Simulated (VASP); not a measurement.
A run of VASP 6.6.1:

File POSCAR:

```
BaTiO3
1.0
    3.8952654280      0.0000000000      0.0000000000
    0.0000000000      2.7714148123      2.9904076023
    0.0000000000     -2.7714148123      2.9904076023
Ba Ti O
1 1 3
Direct
    0.0000000000      0.0044061011      0.0044061011
    0.5000000000      0.5135753575      0.5135753575
    0.0000000000      0.4947134013      0.4947134013
    0.5000000000      0.4954342957      0.9880908444
    0.5000000000      0.9880908444      0.4954342957
```

The input INCAR.step1:

```
ALGO     = Normal         # electronic algorithm
EDIFF    = 1E-4           # SCF threshold, eV
ENCUT    = 520            # plane-wave cutoff, eV
GGA      = PE             # functional
ISMEAR   = 0              # smearing method
LASPH    = True           # aspherical terms in the spheres
LCHARG   = False          # write CHGCAR
LDAU     = True           # DFT+U
LDAUJ    = 0 0 0        
LDAUL    = -1 2 -1        # shell
LDAUTYPE = 2            
LDAUU    = 0 4 0          # U, eV
LMAXMIX  = 4              # l up to which the mixer works
LREAL    = False          # projectors in reciprocal space
LWAVE    = True           # write WAVECAR
NBANDS   = 28             # bands
NELM     = 150            # most SCF steps
PREC     = Accurate       # precision mode
SIGMA    = 0.05           # smearing width, eV
```

INCAR.step2

```
ALGO     = Normal         # electronic algorithm
EDIFF    = 1E-6           # SCF threshold, eV
ENCUT    = 520            # plane-wave cutoff, eV
ISIF     = 2              # what is computed and relaxed
ISMEAR   = 0              # smearing method
ISTART   = 1            
LASPH    = True           # aspherical terms in the spheres
LCHARG   = False          # write CHGCAR
LDAU     = True           # DFT+U
LDAUJ    = 0 0 0        
LDAUL    = -1 2 -1        # shell
LDAUPRINT= 1            
LDAUTYPE = 2            
LDAUU    = 0 4 0          # U, eV
LMAXMIX  = 4              # l up to which the mixer works
LMIXTAU  = True         
LREAL    = False          # projectors in reciprocal space
LWAVE    = False          # write WAVECAR
METAGGA  = R2SCAN         # meta-GGA
NBANDS   = 28             # bands
NELM     = 150            # most SCF steps
PREC     = Accurate       # precision mode
SIGMA    = 0.05           # smearing width, eV
```

Contents of KPOINTS:

```
k-points
0
Gamma
  6 6 6
```

Potentials or basis: VASP PAW PBE potentials, release 64 (Ba_sv, Ti_sv, O).

The run is started by

```console
$ cat potpaw_PBE.64/Ba_sv/POTCAR potpaw_PBE.64/Ti_sv/POTCAR potpaw_PBE.64/O/POTCAR > POTCAR
$ cp INCAR.step1 INCAR
$ mpirun -np 1 vasp_std > vasp.out
$ cp INCAR.step2 INCAR
$ mpirun -np 1 vasp_std > vasp.out
```

Hardware: 1 thread of AMD EPYC 7R13 Processor (Zen 3) (shared host).

**Question.** Estimate the wall time of this run.

**Answer.** Run time: 3.9 min on 1 thread of AMD EPYC 7R13 Processor (Zen 3) (shared host), peak memory 0.21 GiB. Counts: k points 52.
